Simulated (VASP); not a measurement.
A run of VASP 6.6.1:

The input INCAR:

```
SYSTEM = Si
PREC = Accurate ; ENCUT = 520
EDIFF = 1E-6 ; ISMEAR = 0
SIGMA = 0.05 ; LREAL = Auto
LASPH = .TRUE. ; NELM = 100
ALGO = Normal ; ISIF = 2
LWAVE = .FALSE. ; LCHARG = .FALSE.
GGA = CA ; NBANDS = 48
```

Contents of KPOINTS:

```
regular mesh
0
G
  2 2 2
  0 0 0
```

File POSCAR:

```
Si
1.0
    0.0000000000      5.4300000000      5.4300000000
    5.4300000000      0.0000000000      5.4300000000
    5.4300000000      5.4300000000      0.0000000000
Si
17
Direct
   -0.0305048803      0.0101363720      0.0097264273
    0.1211535912      0.1186946593      0.1182828729
    0.0073922652     -0.0209740331      0.5063261510
    0.1211449355      0.1186961326      0.6409552486
    0.0073932781      0.5067374770     -0.0213842541
    0.1211483425      0.6413643646      0.1182840700
    0.0073888582      0.5067494475      0.5063360037
    0.1677957643      0.6107055249      0.6102968692
    0.4927601289     -0.0006288214     -0.0010159300
    0.5954308471      0.1348299263      0.1344321363
    0.4927541436     -0.0006149171      0.5080121547
    0.6295235727      0.1148537753      0.6273802947
    0.4927563536      0.5084086556     -0.0010079190
    0.6295291897      0.6277695212      0.1144614180
    0.5415457643      0.4861232965      0.4857297422
    0.6295116022      0.6277751381      0.6273834254
    0.9467837017      0.3510441068      0.3506345304
```

Potentials or basis: VASP PAW LDA potentials, release 64 (Si).

Command:

```bash
$ cat potpaw_LDA.64/Si/POTCAR > POTCAR
$ mpirun -np 1 vasp_std > vasp.out
```

Hardware: 1 thread of Intel(R) Xeon(R) 6975P-C (Granite Rapids), with other jobs on the host.

Question: Estimate the wall time of this run.

Answer: Wall time 110 s on 1 thread of Intel(R) Xeon(R) 6975P-C (Granite Rapids), with other jobs on the host, peak memory 0.37 GiB. Counts: scf iterations 12, k points 8.
